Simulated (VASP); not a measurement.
# ZnS in VASP: notebook

ZnS is run at these levels: r2SCAN, PBE; tasks: single point.

All numbers are computed with VASP 6.6.1; they aren't measurements. Logs are shortened: lines on timing, memory, paths and dates and some standing lists are left out, and cuts for length are marked.

### 1 The cell of the first run

It takes space group P6_3mc (No. 186, hexagonal). Conventional cell: a = 3.805 Å, b = 3.805 Å, c = 6.556 Å, α = 90.00°, β = 90.00°, γ = 120.00°. Zn (site symmetry 3m) has 4 S at 2.36 to 2.41 Å within 3.1 Å. Within 3.1 Å of S (site symmetry 3m) lie 4 Zn at 2.36 to 2.41 Å.

### 2 Single point, r2SCAN (uniaxial z strain +5.0%)

File POSCAR:

```
ZnS
1.0
    3.8054503139      0.0000000000      0.0000000000
   -1.9027251570      3.2956166447      0.0000000000
    0.0000000000      0.0000000000      6.5561927797
Zn S
2 2
Direct
    0.3333333333      0.6666666667      0.0034224422
    0.6666666667      0.3333333333      0.5034224422
    0.3333333333      0.6666666667      0.3715775578
    0.6666666667      0.3333333333      0.8715775578
```

File INCAR.step1:

```
PREC = Accurate ; ENCUT = 520
ISMEAR = 0 ; SIGMA = 0.01
LREAL = F ; LASPH = T
NELM = 100 ; NBANDS = 26
GGA = PE ; ALGO = Normal
EDIFF = 1E-4 ; LWAVE = T
LCHARG = F
```

File INCAR.step2:

```
PREC = Accurate ; ENCUT = 520
EDIFF = 1E-6 ; ISMEAR = 0
SIGMA = 0.01 ; LREAL = F
LASPH = T ; NELM = 100
ALGO = Normal ; ISIF = 2
LWAVE = F ; LCHARG = F
METAGGA = R2SCAN ; LMIXTAU = T
NBANDS = 26 ; ISTART = 1
```

File KPOINTS:

```
regular mesh
0
Gamma
  12 12 4
```

Potentials or basis: VASP PAW PBE potentials, release 64 (Zn, S).

The run is started by

```sh
> cat potpaw_PBE.64/Zn/POTCAR potpaw_PBE.64/S/POTCAR > POTCAR
> cp INCAR.step1 INCAR
> mpirun -np 1 vasp_std > vasp.out
> cp INCAR.step2 INCAR
> mpirun -np 1 vasp_std > vasp.out
```

OUTCAR:

```text
PREC = Accurate
   ENCUT = 520
   EDIFF = 1E-6
   ISMEAR = 0
   LREAL = F
   LASPH = T
   NELM = 100
   ISIF = 2
   METAGGA = R2SCAN
   ISTART = 1

 ion  position               nearest neighbor table
   1  0.333  0.667  0.003-   4 2.36   4 2.36   4 2.36   3 2.41
   2  0.667  0.333  0.503-   3 2.36   3 2.36   3 2.36   4 2.41
   3  0.333  0.667  0.372-   2 2.36   2 2.36   2 2.36   1 2.41
   4  0.667  0.333  0.872-   1 2.36   1 2.36   1 2.36   2 2.41

  LATTYP: Found a hexagonal cell.
 ALAT       =     3.8054503139
 C/A-ratio  =     1.7228428278

  Lattice vectors:

 A1 = (   3.8054503139,   0.0000000000,   0.0000000000)
 A2 = (  -1.9027251570,   3.2956166447,   0.0000000000)
 A3 = (   0.0000000000,   0.0000000000,   6.5561927797)

Analysis of symmetry for initial positions (statically):
=====================================================================
 Subroutine PRICEL returns:
 Original cell was already a primitive cell.

 Routine SETGRP: Setting up the symmetry group for a
 hexagonal supercell.

 Subroutine GETGRP returns: Found 12 space group operations
 (whereof  6 operations were pure point group operations)
 out of a pool of 24 trial point group operations.

The static configuration has the point symmetry C_3v.
 The point group associated with its full space group is C_6v.

Analysis of symmetry for dynamics (positions and initial velocities):
=====================================================================
 Subroutine PRICEL returns:
 Original cell was already a primitive cell.

 Routine SETGRP: Setting up the symmetry group for a
 hexagonal supercell.

 Subroutine GETGRP returns: Found 12 space group operations
 (whereof  6 operations were pure point group operations)
 out of a pool of 24 trial point group operations.

The dynamic configuration has the point symmetry C_3v.
 The point group associated with its full space group is C_6v.

 Subroutine INISYM returns: Found 12 space group operations
 (whereof  6 operations are pure point group operations),
 and found     1 'primitive' translations

----------------------------------------------------------------------------------------

                                     Primitive cell

  volume of cell :      82.2232

  direct lattice vectors                    reciprocal lattice vectors
     3.805450314  0.000000000  0.000000000     0.262780990  0.151716675  0.000000000
    -1.902725157  3.295616645  0.000000000     0.000000000  0.303433350  0.000000000
     0.000000000  0.000000000  6.556192780     0.000000000  0.000000000  0.152527547

  length of vectors
     3.805450314  3.805450314  6.556192780     0.303433350  0.303433350  0.152527547

  position of ions in fractional coordinates (direct lattice)
     0.333333333  0.666666667  0.003422442
     0.666666667  0.333333333  0.503422442
     0.333333333  0.666666667  0.371577558
     0.666666667  0.333333333  0.871577558

  ion indices of the primitive-cell ions
   primitive index   ion index
                 1           1
                 2           2
                 3           3
                 4           4

----------------------------------------------------------------------------------------

 KPOINTS: regular mesh

Automatic generation of k-mesh.
 Grid dimensions read from file:
 generate k-points for:   12   12    4

 Generating k-lattice:

  Cartesian coordinates                     Fractional coordinates (reciprocal lattice)
     0.021898416  0.012643056  0.000000000     0.083333333  0.000000000  0.000000000
     0.000000000  0.025286113  0.000000000     0.000000000  0.083333333  0.000000000
     0.000000000  0.000000000  0.038131887     0.000000000  0.000000000  0.250000000

  Length of vectors
     0.025286113  0.025286113  0.038131887

  Shift w.r.t. Gamma in fractional coordinates (k-lattice)
     0.000000000  0.000000000  0.000000000

 Subroutine IBZKPT returns following result:
 ===========================================

 Found     57 irreducible k-points:

 Following reciprocal coordinates:
            Coordinates               Weight
  0.000000  0.000000  0.000000      1.000000
  0.083333  0.000000  0.000000      6.000000
  0.166667  0.000000  0.000000      6.000000
  0.250000  0.000000  0.000000      6.000000
  0.333333  0.000000  0.000000      6.000000
  0.416667  0.000000  0.000000      6.000000
[... 16 lines left out ...]
  0.250000  0.000000  0.250000     12.000000
  0.333333  0.000000  0.250000     12.000000
 [... further k-points ...]
   k-points           NKPTS =     57   k-points in BZ     NKDIM =     57   number of bands    NBANDS=     26
   number of dos      NEDOS =    301   number of ions     NIONS =      4
   total plane-waves  NPLWV =  39200
   dimension x,y,z NGX =    28 NGY =   28 NGZ =   50
   dimension x,y,z NGXF=    56 NGYF=   56 NGZF=  100
   ions per type =               2   2
   NGX,Y,Z   is equivalent  to a cutoff of  12.23, 12.23, 12.68 a.u.
   NGXF,Y,Z  is equivalent  to a cutoff of  24.46, 24.46, 25.36 a.u.
 SYSTEM =  unknown system
   PREC   = accura    normal or accurate (medium, high low for compatibility)
   ISTART =      1    job   : 0-new  1-cont  2-samecut
   ICHARG =      0    charge: 1-file 2-atom 10-const
   ISPIN  =      1    spin polarized calculation?
   LNONCOLLINEAR =      F non collinear calculations
   LSORBIT =      F    spin-orbit coupling
   LASPH  =      T    aspherical Exc in radial PAW
   ENCUT  =  520.0 eV  38.22 Ry    6.18 a.u.   7.08  7.08 12.19*2*pi/ulx,y,z
   NELM   =    100;   NELMIN=  2; NELMDL=  0     # of ELM steps
   EDIFF  = 0.1E-05   stopping-criterion for ELM
   LREAL  =      F    real-space projection
   EDIFFG = 0.1E-04   stopping-criterion for IOM
   NSW    =      0    number of steps for IOM
   IBRION =     -1    ionic relax: 0-MD 1-quasi-New 2-CG
   NFREE  =      0    steps in history (QN), initial steepest desc. (CG)
   ISIF   =      2    stress and relaxation
   ISYM   =      2    0-nonsym 1-usesym 2-fastsym
   POTIM  = 0.5000    time-step for ionic-motion
   TEBEG  =    0.0;   TEEND  =   0.0 temperature during run
   PSTRESS=    0.0 pullay stress
   NELECT =      36.0000    total number of electrons
   NUPDOWN=      -1.0000    fix difference up-down
   EMIN   =  10.00;   EMAX   =-10.00  energy-range for DOS
   EFERMI =   0.00;   METHOD = LEGACY
   ISMEAR =     0;   SIGMA  =   0.01  broadening in eV -4-tet -1-fermi 0-gaus
   EFERMI_NEDOS =   21; number of points for ismear=-14 and -15
   IALGO  =     38    algorithm
   IMIX   =      4    mixing-type and parameters
     AMIX     =   0.40;   BMIX     =  1.00
     AMIX_MAG =   1.60;   BMIX_MAG =  1.00
  volume/ion in A,a.u.               =      20.56       138.72
  Fermi-wavevector in a.u.,A,eV,Ry     =   1.243114  2.349144 21.025513  1.545332
  Thomas-Fermi vector in A             =   2.377439
   LORBIT       =      0    0 simple, 1 ext, 2 COOP (PROOUT), +10 PAW based schemes
   METAGGA = R2SCAN    functional components
   LHFCALC =     F    Hartree Fock is set to
   AEXX    =    0.0000 exact exchange contribution
   IVDW    =     0    specifies the selected vdW correction
   LEPSILON=     F    determine dielectric tensor
   LRPA    =     F    only Hartree local field effects (RPA)
 non-spin polarized calculation
 Gauss-broadening in eV      SIGMA  =   0.01
  energy-cutoff  :      520.00
  volume of cell :       82.22
 maximum number of plane-waves:      2232
   NGX = 15   NGY = 15   NGZ = 25

 number of electron      35.9999985 magnetization

 Free energy of the ion-electron system (eV)
  ---------------------------------------------------
  ext. energy  EPLUGINS =         0.00000000
  ---------------------------------------------------
  free energy    TOTEN  =       -37.63715334 eV

  energy without entropy =      -37.63715334  energy(sigma->0) =      -37.63715334

 E-fermi :   1.6054     XC(G=0): -10.0743

 val. band max:        1.5587078854   @ k =   0.0000   0.0000   0.0000
 cond. band min:       3.9324235597   @ k =   0.0000   0.0000   0.0000
 fundamental gap:      2.3737156743
 Fermi energy:         1.6053603730

 k-point     1 :       0.0000    0.0000    0.0000
  band No.  band energies     occupation
      1     -11.9321      2.00000
      2     -11.1502      2.00000
      3      -4.8907      2.00000
      4      -4.8666      2.00000
      5      -4.8666      2.00000
      6      -4.7876      2.00000
[... 18 lines left out ...]
     25       9.8241      0.00000
     26      10.7416      0.00000

 k-point     2 :       0.0833    0.0000    0.0000
  band No.  band energies     occupation
      1     -11.8850      2.00000
      2     -11.1204      2.00000
      3      -4.8806      2.00000
      4      -4.8681      2.00000
      5      -4.8576      2.00000
      6      -4.7820      2.00000
[... 18 lines left out ...]
     25      10.0383      0.00000
     26      10.5185      0.00000

 k-point     3 :       0.1667    0.0000    0.0000
  band No.  band energies     occupation
      1     -11.7504      2.00000
      2     -11.0392      2.00000
      3      -4.8707      2.00000
      4      -4.8538      2.00000
      5      -4.8345      2.00000
      6      -4.7601      2.00000
[... 18 lines left out ...]
     25      10.1165      0.00000
     26      10.6303      0.00000

 k-point     4 :       0.2500    0.0000    0.0000
  band No.  band energies     occupation
      1     -11.5495      2.00000
      2     -10.9300      2.00000
      3      -4.8618      2.00000
      4      -4.8269      2.00000
      5      -4.8067      2.00000
      6      -4.7088      2.00000
[... 18 lines left out ...]
     25      10.4391      0.00000
     26      10.6955      0.00000
[... 496 lines left out ...]
      1     -11.6571      2.00000
      2     -11.1559      2.00000
      3      -4.8784      2.00000
      4      -4.8349      2.00000
      5      -4.8223      2.00000
      6      -4.7757      2.00000
[... 18 lines left out ...]
     25      10.1463      0.00000
     26      10.2887      0.00000

 k-point    23 :       0.2500    0.0000    0.2500
  band No.  band energies     occupation
      1     -11.4662      2.00000
      2     -11.0289      2.00000
      3      -4.8685      2.00000
      4      -4.8193      2.00000
      5      -4.7910      2.00000
      6      -4.7198      2.00000
[... 18 lines left out ...]
     25      10.3266      0.00000
     26      11.0721      0.00000

 k-point    24 :       0.3333    0.0000    0.2500
  band No.  band energies     occupation
      1     -11.2516      2.00000
      2     -10.9042      2.00000
      3      -4.8487      2.00000
      4      -4.7982      2.00000
      5      -4.7644      2.00000
      6      -4.6629      2.00000
[... 18 lines left out ...]
     25      10.7384      0.00000
     26      11.8633      0.00000

 [... further k-points ...]

------------------------ aborting loop because EDIFF is reached ----------------------------------------

  FORCE on cell =-STRESS in cart. coord.  units (eV):
  Direction    XX          YY          ZZ          XY          YZ          ZX
  --------------------------------------------------------------------------------------
  -------------------------------------------------------------------------------------
  Total       -0.8675303     -0.8675303     -3.5061687      0.0000000      0.0000000      0.0000000
  in kB      -16.9044390    -16.9044390    -68.3201690      0.0000000      0.0000000      0.0000000
  external PRESSURE =     -34.0430157 kB  Pullay stress =       0.0000000 kB

 VOLUME and BASIS-vectors are now :
 -----------------------------------------------------------------------------
  energy-cutoff  :      520.00
  volume of cell :       82.22
      direct lattice vectors                 reciprocal lattice vectors
     3.805450314  0.000000000  0.000000000     0.262780990  0.151716675  0.000000000
    -1.902725157  3.295616645  0.000000000     0.000000000  0.303433350  0.000000000
     0.000000000  0.000000000  6.556192780     0.000000000  0.000000000  0.152527547

 POSITION                                       TOTAL-FORCE (eV/Angst)
 -----------------------------------------------------------------------------------
     -0.00000      2.19708      0.02244         0.000000      0.000000      0.003037
      1.90273      1.09854      3.30053        -0.000000      0.000000      0.003037
     -0.00000      2.19708      2.43613        -0.000000     -0.000000     -0.003037
      1.90273      1.09854      5.71423        -0.000000      0.000000     -0.003037
 -----------------------------------------------------------------------------------
    total drift:                               -0.000001     -0.000001      0.016415

  FREE ENERGIE OF THE ION-ELECTRON SYSTEM (eV)
  ---------------------------------------------------
  free  energy   TOTEN  =       -37.6371533359 eV

  energy  without entropy=      -37.6371533359  energy(sigma->0) =      -37.63715334
```

Wall time 4.4 min (1 thread of AMD EPYC 9R45 (Zen 5), shared host); peak memory 0.23 GiB.

What came out:

```yaml
Free_energy: -37.6372 eV
Pressure: -3.4 GPa
Largest_force: 0.003 eV/Å
Band_gap_on_the_k_mesh: 2.37 eV
```

Forces in eV/Å, atoms in the order of the input:
```
Zn   0.000  0.000  0.003
Zn   0.000  0.000  0.003
S    0.000  0.000 -0.003
S    0.000  0.000 -0.003
```

Caveat: the cell differs from its parent crystal (uniaxial z strain +5.0%); the stress differs along the axes, from -7 to -2 GPa; the PAW data sets were made with another functional, which shifts forces and pressure a little.

### 3 Single point, PBE (uniaxial x strain -0.5%)

File INCAR:

```
SYSTEM = ZnS
ALGO     = Normal         ! electronic algorithm
EDIFF    = 1E-6           ! SCF threshold, eV
ENCUT    = 520            ! plane-wave cutoff, eV
GGA      = PE             ! functional
ISIF     = 2              ! what is computed and relaxed
ISMEAR   = -1             ! smearing method
LASPH    = .TRUE.         ! aspherical terms in the spheres
LCHARG   = .FALSE.        ! write CHGCAR
LREAL    = .FALSE.        ! projectors in reciprocal space
LWAVE    = .FALSE.        ! write WAVECAR
NBANDS   = 26             ! bands
NELM     = 80             ! most SCF steps
PREC     = Accurate       ! precision mode
SIGMA    = 0.02           ! smearing width, eV
```

File KPOINTS:

```
k-points
0
G
  12 12 4
  0 0 0
```

File POSCAR:

```
ZnS
1.0
    3.7864230623      0.0000000000      0.0000000000
   -1.8932115312      3.2956166447      0.0000000000
    0.0000000000      0.0000000000      6.2439931235
Zn S
2 2
Direct
    0.3333825288      0.6667650577      0.0006191035
    0.6666174712      0.3332349423      0.5006191035
    0.3339667580      0.6679335159      0.3743808965
    0.6660332420      0.3320664841      0.8743808965
```

Potentials or basis: VASP PAW PBE potentials, release 64 (Zn, S).

The run is started by

```sh
> cat potpaw_PBE.64/Zn/POTCAR potpaw_PBE.64/S/POTCAR > POTCAR
> mpirun -np 1 vasp_std > vasp.out
```

Wall time 2 min (1 thread of AMD EPYC 9R45 (Zen 5), shared host); peak memory 0.3 GiB.

Results (log left out):

```yaml
Free_energy: -13.6675 eV
Pressure: 2.8 GPa
Band_gap_on_the_k_mesh: 2.22 eV
```

Stress tensor (GPa, compression positive):
```
3.05 0.00 0.00
0.00 2.73 0.00
0.00 0.00 2.69
```

Levels at points of the mesh, in eV from the valence-band top:
```tsv
k point	band 14	band 15	band 16	band 17	band 18	band 19	band 20	band 21	band 22	band 23
(0.00, 0.00, 0.00)	-0.93	-0.90	-0.11	-0.02	0.00	2.22	3.13	6.28	6.33	6.53
(0.50, 0.00, 0.00)	-4.16	-3.33	-2.29	-1.73	-0.92	3.64	4.24	5.07	6.87	7.41
(0.00, 0.50, 0.00)	-4.18	-3.34	-2.25	-1.74	-0.89	3.70	4.29	5.10	6.92	7.37
(0.00, 0.00, 0.50)	-2.92	-0.50	-0.50	-0.47	-0.47	3.58	3.58	6.75	6.75	6.78
(0.50, 0.00, 0.50)	-4.92	-1.68	-1.68	-1.65	-1.65	3.52	3.52	5.20	5.20	8.79
(0.00, 0.50, 0.50)	-4.93	-1.68	-1.68	-1.62	-1.62	3.54	3.54	5.22	5.22	8.83
```

Caveat: the cell differs from its parent crystal (uniaxial x strain -0.5%). A k mesh can miss the band edges.
